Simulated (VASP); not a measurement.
A run of VASP 6.6.1:

The input INCAR:

```
  PREC = Accurate
  ENCUT = 520
  EDIFF = 1E-7
  ISMEAR = -1
  SIGMA = 0.1
  LREAL = F
  LASPH = T
  NELM = 60
  ALGO = Normal
  ISIF = 2
  LWAVE = F
  LCHARG = F
  GGA = CA
  NBANDS = 10
```

The input KPOINTS:

```
Automatic mesh
0
Gamma
  13 13 13
```

File POSCAR:

```
Ir
1.0
    2.5280435852      0.0000000000      0.0000000000
    0.0000000000      2.5280435852      0.0000000000
    0.0000000000      0.0000000000      2.5280435852
Ir
1
Direct
    0.0000000000      0.0000000000      0.0000000000
```

Potentials or basis: VASP PAW LDA potentials, release 64 (Ir).

Launch:

```sh
$ cat potpaw_LDA.64/Ir/POTCAR > POTCAR
$ mpirun -np 1 vasp_std > vasp.out
```

Hardware: 1 thread of Intel Xeon 8259CL, on a shared host.

Task: How long does it take, and how much memory?

Result: Run time: 9.8 s on 1 thread of Intel Xeon 8259CL (shared host), peak memory 0.13 GiB. Counts: scf iterations 12, k points 84.
